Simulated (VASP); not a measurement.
# SnPb3O4 (P4mm) in VASP: further runs

The runs below take SnPb3O4 through relaxation of cell and atoms, single point, with PBE.

Everything below comes from runs of VASP 6.6.1. Logs are shortened: lines on timing, memory, paths and dates and some standing lists are left out, and cuts for length are marked.

### Step 1. The cell of the first run

Symmetry: P4mm, No. 99, tetragonal system. The conventional cell has a = 3.963 Å, b = 3.963 Å, c = 10.015 Å, α = 90.00°, β = 90.00°, γ = 90.00°. Sn (site symmetry 4mm) has 4 O at 2.30 Å within 3.0 Å. Pb (site symmetry 4mm) has 4 O at 2.30 Å within 3.0 Å. Within 3.0 Å of Pb (site symmetry 4mm) lie 4 O at 2.30 Å. Pb (site symmetry 4mm) has 4 O at 2.30 Å within 3.0 Å. O (site symmetry 2mm) has 2 Sn at 2.30 Å and 2 Pb at 2.30 Å and 4 O at 2.80 Å within 3.0 Å. Within 3.0 Å of O (site symmetry 2mm) lie 4 Pb at 2.30 Å and 4 O at 2.80 Å.

### Step 2. Relaxation of cell and atoms, PBE

INCAR reads:

```
SYSTEM = SnPb3O4
ALGO = Normal
EDIFF = 1E-6
EDIFFG = -0.04
ENCUT = 600
GGA = PE
IBRION = 2
ISIF = 3
ISMEAR = 0
LASPH = .True.
LCHARG = .False.
LREAL = .False.
LWAVE = .False.
NELM = 60
NSW = 90
PREC = Accurate
SIGMA = 0.1
```

KPOINTS reads:

```
k-points
0
Gamma
  4 4 2
  0 0 0
```

POSCAR reads:

```
SnPb3O4
1.0
    3.9630386300      0.0000000000      0.0000000000
    0.0000000000      3.9630386300      0.0000000000
    0.0000000000      0.0000000000     10.0152874100
Sn Pb O
1 3 4
Direct
    0.0000000000      0.0000000000      0.1175500000
    0.0000000000      0.0000000000      0.6175500000
    0.5000000000      0.5000000000      0.3824500000
    0.5000000000      0.5000000000      0.8824500000
    0.0000000000      0.5000000000      0.0000000000
    0.0000000000      0.5000000000      0.5000000000
    0.5000000000      0.0000000000      0.0000000000
    0.5000000000      0.0000000000      0.5000000000
```

Potentials or basis: VASP PAW PBE potentials, release 64 (Sn_d, Pb_d, O).

The run is started by

```bash
$ cat potpaw_PBE.64/Sn_d/POTCAR potpaw_PBE.64/Pb_d/POTCAR potpaw_PBE.64/O/POTCAR > POTCAR
$ mpirun -np 1 vasp_std > vasp.out
```

OUTCAR:

```text
SYSTEM = SnPb3O4
   EDIFF = 1E-6
   EDIFFG = -0.04
   ENCUT = 600
   GGA = PE
   IBRION = 2
   ISIF = 3
   ISMEAR = 0
   LASPH = .True.
   LREAL = .False.
   NELM = 60
   NSW = 90
   PREC = Accurate

 ion  position               nearest neighbor table
   1  0.000  0.000  0.118-   5 2.30   7 2.30   5 2.30   7 2.30   4 3.66   4 3.66   4 3.66   4 3.66
                             3 3.86   3 3.86   3 3.86   3 3.86
   2  0.000  0.000  0.618-   6 2.30   8 2.30   6 2.30   8 2.30   3 3.66   3 3.66   3 3.66   3 3.66
                             4 3.86   4 3.86   4 3.86   4 3.86
   3  0.500  0.500  0.382-   6 2.30   8 2.30   8 2.30   6 2.30   2 3.66   2 3.66   2 3.66   2 3.66
                             1 3.86   1 3.86   1 3.86   1 3.86
   4  0.500  0.500  0.882-   5 2.30   7 2.30   7 2.30   5 2.30   1 3.66   1 3.66   1 3.66   1 3.66
                             2 3.86   2 3.86   2 3.86   2 3.86
   5  0.000  0.500  0.000-   1 2.30   4 2.30   1 2.30   4 2.30
   6  0.000  0.500  0.500-   2 2.30   3 2.30   2 2.30   3 2.30
   7  0.500  0.000  0.000-   1 2.30   4 2.30   4 2.30   1 2.30
   8  0.500  0.000  0.500-   2 2.30   3 2.30   3 2.30   2 2.30

  LATTYP: Found a simple tetragonal cell.
 ALAT       =     3.9630386300
 C/A-ratio  =     2.5271738040

  Lattice vectors:

 A1 = (   3.9630386300,   0.0000000000,   0.0000000000)
 A2 = (   0.0000000000,   3.9630386300,   0.0000000000)
 A3 = (   0.0000000000,   0.0000000000,  10.0152874100)

Analysis of symmetry for initial positions (statically):
=====================================================================
 Subroutine PRICEL returns:
 Original cell was already a primitive cell.

 Routine SETGRP: Setting up the symmetry group for a
 simple tetragonal supercell.

 Subroutine GETGRP returns: Found  8 space group operations
 (whereof  8 operations were pure point group operations)
 out of a pool of 16 trial point group operations.

The static configuration has the point symmetry C_4v.

Analysis of symmetry for dynamics (positions and initial velocities):
=====================================================================
 Subroutine PRICEL returns:
 Original cell was already a primitive cell.

 Routine SETGRP: Setting up the symmetry group for a
 simple tetragonal supercell.

 Subroutine GETGRP returns: Found  8 space group operations
 (whereof  8 operations were pure point group operations)
 out of a pool of 16 trial point group operations.

The dynamic configuration has the point symmetry C_4v.

 Subroutine INISYM returns: Found  8 space group operations
[... 99 lines left out ...]
   NSW    =     90    number of steps for IOM
   IBRION =      2    ionic relax: 0-MD 1-quasi-New 2-CG
   NFREE  =      1    steps in history (QN), initial steepest desc. (CG)
   ISIF   =      3    stress and relaxation
   ISYM   =      2    0-nonsym 1-usesym 2-fastsym
   POTIM  = 0.5000    time-step for ionic-motion
   TEBEG  =    0.0;   TEEND  =   0.0 temperature during run
   PSTRESS=    0.0 pullay stress
   NELECT =      80.0000    total number of electrons
   NUPDOWN=      -1.0000    fix difference up-down
   EMIN   =  10.00;   EMAX   =-10.00  energy-range for DOS
   EFERMI =   0.00;   METHOD = LEGACY
   ISMEAR =     0;   SIGMA  =   0.10  broadening in eV -4-tet -1-fermi 0-gaus
   EFERMI_NEDOS =   21; number of points for ismear=-14 and -15
   IALGO  =     38    algorithm
   IMIX   =      4    mixing-type and parameters
     AMIX     =   0.40;   BMIX     =  1.00
     AMIX_MAG =   1.60;   BMIX_MAG =  1.00
  volume/ion in A,a.u.               =      19.66       132.69
  Fermi-wavevector in a.u.,A,eV,Ry     =   1.306767  2.469432 23.233852  1.707640
  Thomas-Fermi vector in A             =   2.437547
   LORBIT       =      0    0 simple, 1 ext, 2 COOP (PROOUT), +10 PAW based schemes
   GGA     = PE    functional components
   LHFCALC =     F    Hartree Fock is set to
   AEXX    =    0.0000 exact exchange contribution
   IVDW    =     0    specifies the selected vdW correction
   LEPSILON=     F    determine dielectric tensor
   LRPA    =     F    only Hartree local field effects (RPA)
 conjugate gradient relaxation of ions
 non-spin polarized calculation
 Gauss-broadening in eV      SIGMA  =   0.10
  energy-cutoff  :      600.00
  volume of cell :      157.30
 maximum number of plane-waves:      5272
 NGX is ok and might be reduce to    32
   NGX = 15   NGY = 15   NGZ = 41

--------------------------------------- Ionic step        1  -------------------------------------------

 number of electron      79.9999980 magnetization

 Free energy of the ion-electron system (eV)
  ---------------------------------------------------
  ext. energy  EPLUGINS =         0.00000000
  ---------------------------------------------------
  free energy    TOTEN  =       -43.41018875 eV

  energy without entropy =      -43.41018875  energy(sigma->0) =      -43.41018875

------------------------ aborting loop because EDIFF is reached ----------------------------------------

  FORCE on cell =-STRESS in cart. coord.  units (eV):
  Direction    XX          YY          ZZ          XY          YZ          ZX
  --------------------------------------------------------------------------------------
  -------------------------------------------------------------------------------------
  Total        3.2595335      3.2595335      2.9315097      0.0000000      0.0000000     -0.0000000
  in kB       33.2006052     33.2006052     29.8594558      0.0000000      0.0000000     -0.0000000
  external PRESSURE =      32.0868887 kB  Pullay stress =       0.0000000 kB
[... 107 lines left out ...]
  FREE ENERGIE OF THE ION-ELECTRON SYSTEM (eV)
  ---------------------------------------------------
  free  energy   TOTEN  =       -43.5234825977 eV

  energy  without entropy=      -43.5234825977  energy(sigma->0) =      -43.52348260

[... ionic steps 4 to 12 ...]

--------------------------------------- Ionic step       13  -------------------------------------------

 number of electron      79.9999996 magnetization

------------------------ aborting loop because EDIFF is reached ----------------------------------------
[... 79 lines left out ...]
--------------------------------------- Ionic step       15  -------------------------------------------

 number of electron      79.9999993 magnetization

 Free energy of the ion-electron system (eV)
  ---------------------------------------------------
  ext. energy  EPLUGINS =         0.00000000
  ---------------------------------------------------
  free energy    TOTEN  =       -43.59053462 eV

  energy without entropy =      -43.59053462  energy(sigma->0) =      -43.59053462

 E-fermi :   4.8209     XC(G=0):  -9.2539

 val. band max:        4.3394882476   @ k =   0.0000   0.0000   0.0000
 cond. band min:       5.7945376692   @ k =   0.5000   0.5000   0.0000
 fundamental gap:      1.4550494215
 Fermi energy:         4.8208583693

 k-point     1 :       0.0000    0.0000    0.0000
  band No.  band energies     occupation
      1     -16.5345      2.00000
      2     -16.3348      2.00000
      3     -16.3348      2.00000
      4     -16.3341      2.00000
      5     -16.3159      2.00000
      6     -14.2152      2.00000
[... 636 lines left out ...]
  FREE ENERGIE OF THE ION-ELECTRON SYSTEM (eV)
  ---------------------------------------------------
  free  energy   TOTEN  =       -43.5905346182 eV

  energy  without entropy=      -43.5905346182  energy(sigma->0) =      -43.59053462

 reached required accuracy - stopping structural energy minimisation
```

Wall time 8.8 min (1 thread of Intel Xeon 6975P-C (Granite Rapids), shared host); peak memory 0.34 GiB.

Results:

- Free energy: -43.5905 eV
- Relaxed volume: 21.74 Å³/atom
- Relaxed cell: a = 4.003 Å, b = 4.003 Å, c = 10.854 Å, α = 90.00°, β = 90.00°, γ = 90.00°
- Space group after relaxing (to 0.1 Å): P4mm (No. 99)
- Energy gained by relaxing: 22.5 meV/atom
- Ionic steps: 15
- Pressure after relaxing: 0.0 GPa
- Largest force after relaxing: 0.026 eV/Å
- Band gap on the k mesh: 1.46 eV (least direct gap 1.77 eV)

Forces on the atoms (eV/Å):
```
Sn   0.000  0.000 -0.010
Pb   0.000  0.000  0.026
Pb   0.000  0.000 -0.014
Pb   0.000  0.000  0.011
O    0.000  0.000  0.015
O    0.000  0.000 -0.020
O    0.000  0.000  0.015
O    0.000  0.000 -0.020
```

The path:
```tsv
step	energy change (eV)	largest force (eV/Å)	pressure (GPa)	volume (Å³)
1	0.0000	0.8422	3.21	157.30
2	-0.0909	0.7419	-2.08	166.43
3	-0.1133	0.7731	-0.61	163.51
4	-0.1441	0.1996	0.14	163.29
5	-0.1450	0.1795	0.30	163.25
6	-0.1502	0.1116	0.21	164.10
7	-0.1557	0.2834	0.03	166.20
8	-0.1591	0.2521	0.03	166.72
9	-0.1675	0.1554	0.00	168.27
10	-0.1762	0.0613	0.00	171.37
11	-0.1769	0.1249	0.02	172.42
12	-0.1794	0.0527	-0.09	173.34
13	-0.1800	0.0493	-0.18	174.11
14	-0.1802	0.0575	0.14	173.77
15	-0.1803	0.0257	0.01	173.92
```

Final structure:
```
CELL_PARAMETERS angstrom
4.00289 0.00000 0.00000
0.00000 4.00289 0.00000
0.00000 0.00000 10.85440
ATOMIC_POSITIONS crystal
Sn 0.00000 0.00000 0.10521
Pb 0.00000 0.00000 0.60890
Pb 0.50000 0.50000 0.38579
Pb 0.50000 0.50000 0.89041
O 0.00000 0.50000 0.00502
O 0.00000 0.50000 0.49982
O 0.50000 0.00000 0.00502
O 0.50000 0.00000 0.49982
```

Caveat: spin-orbit coupling is left out, which moves the levels of the heavy elements.

### Step 3. Single point, PBE

This run uses another cell than the first one, of 21.85 Å³/atom.

INCAR reads:

```
SYSTEM = SnPb3O4
  PREC = Accurate
  ENCUT = 520
  EDIFF = 1E-6
  ISMEAR = 0
  SIGMA = 0.02
  LREAL = .False.
  LASPH = .True.
  NELM = 60
  ALGO = Normal
  ISIF = 2
  LWAVE = .False.
  LCHARG = .True.
  GGA = PE
  LELF = .True.
  LVHAR = .True.
  NBANDS = 50
```

KPOINTS reads:

```
regular mesh
0
Gamma
  8 8 4
  0 0 0
```

POSCAR reads:

```
SnPb3O4
1.0
    4.0017672148      0.0000000000      0.0000000000
    0.0000000000      4.0017672148      0.0000000000
    0.0000000000      0.0000000000     10.9130013205
Sn Pb O
1 3 4
Direct
    0.0000000000      0.0000000000      0.1075554821
    0.0000000000      0.0000000000      0.6051754660
    0.5000000000      0.5000000000      0.3832432409
    0.5000000000      0.5000000000      0.8944652864
    0.0000000000      0.5000000000      0.0083129253
    0.0000000000      0.5000000000      0.4964673370
    0.5000000000      0.0000000000      0.0083129253
    0.5000000000      0.0000000000      0.4964673370
```

Potentials or basis: VASP PAW PBE potentials, release 64 (Sn_d, Pb_d, O).

The run is started by

```bash
$ cat potpaw_PBE.64/Sn_d/POTCAR potpaw_PBE.64/Pb_d/POTCAR potpaw_PBE.64/O/POTCAR > POTCAR
$ mpirun -np 1 vasp_std > vasp.out
```

Run time: 3.5 min. Hardware: 1 thread of Intel Xeon 6975P-C (Granite Rapids), shared host; peak memory 0.46 GiB.

It converged, with:

```
Free energy            : -43.6054 eV
Pressure               : 0.1 GPa
Largest force          : 0.064 eV/Å
Band gap on the k mesh : 1.48 eV (least direct gap 1.73 eV)
```

Forces on the atoms (eV/Å):
```
Sn   0.000  0.000  0.064
Pb   0.000  0.000  0.038
Pb   0.000  0.000 -0.040
Pb   0.000  0.000 -0.042
O    0.000  0.000 -0.010
O    0.000  0.000  0.000
O    0.000  0.000 -0.010
O    0.000  0.000  0.000
```

Levels at points of the mesh, in eV from the valence-band top:
```csv
k point,band 37,band 38,band 39,band 40,band 41,band 42,band 43,band 44
"(0.00, 0.00, 0.00)",-1.43,-1.43,-1.04,-0.01,1.73,1.96,4.22,4.22
"(0.50, 0.00, 0.00)",-1.80,-1.41,-1.12,-0.80,2.48,2.74,3.15,3.34
"(0.50, 0.50, 0.00)",-1.38,-1.15,-0.84,-0.79,1.48,1.48,3.45,3.45
"(0.00, 0.00, 0.50)",-1.43,-1.43,-0.58,-0.35,1.67,1.91,4.43,4.51
"(0.50, 0.00, 0.50)",-1.69,-1.21,-1.20,-0.97,2.52,2.80,3.08,3.29
"(0.50, 0.50, 0.50)",-1.38,-1.20,-0.84,-0.79,1.99,1.99,2.25,2.25
```

Caveat: spin-orbit coupling is left out, which moves the levels of the heavy elements.
